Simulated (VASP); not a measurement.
Here is a VASP 6.6.1 calculation.

INCAR

```
SYSTEM = SnO
ALGO = Normal ; EDIFF = 1E-7
ENCUT = 520 ; GGA = PE
ISIF = 2 ; ISMEAR = 0
LASPH = .True. ; LCHARG = .True.
LELF = .True. ; LREAL = .False.
LVHAR = .True. ; LWAVE = .False.
NBANDS = 50 ; NELM = 80
PREC = Accurate ; SIGMA = 0.1
```

The input KPOINTS:

```
k-points
0
Gamma
  4 4 2
  0 0 0
```

File POSCAR:

```
SnO
1.0
    3.8677643025      0.0000000000      0.0000000000
    0.0000000000      3.8677643025      0.0000000000
    0.0000000000      0.0000000000     10.1399661051
Sn O
4 4
Direct
    0.0000000000      0.5000000000      0.1143543508
    0.0000000000      0.5000000000      0.6143543508
    0.5000000000      0.0000000000      0.3856456492
    0.5000000000      0.0000000000      0.8856456492
    0.0000000000      0.0000000000      0.5000000000
    0.0000000000      0.0000000000      0.0000000000
    0.5000000000      0.5000000000      0.5000000000
    0.5000000000      0.5000000000      0.0000000000
```

Potentials or basis: VASP PAW PBE potentials, release 64 (Sn_d, O).

Launch:

```bash
$ cat potpaw_PBE.64/Sn_d/POTCAR potpaw_PBE.64/O/POTCAR > POTCAR
$ mpirun -np 1 vasp_std > vasp.out
```

Problem. Estimate the pressure.

Solution. 0.2 GPa.

Problem. What does it give for the band gap on the k mesh?

Solution. 0.51 eV.

Forces on the atoms (eV/Å):
```
Sn   0.000  0.000  0.066
Sn   0.000  0.000  0.066
Sn   0.000  0.000 -0.066
Sn   0.000  0.000 -0.066
O    0.000  0.000  0.000
O    0.000  0.000  0.000
O    0.000  0.000  0.000
O    0.000  0.000  0.000
```

Caveat: spin-orbit coupling is left out, which moves the levels of the heavy elements. A k mesh can miss the band edges.
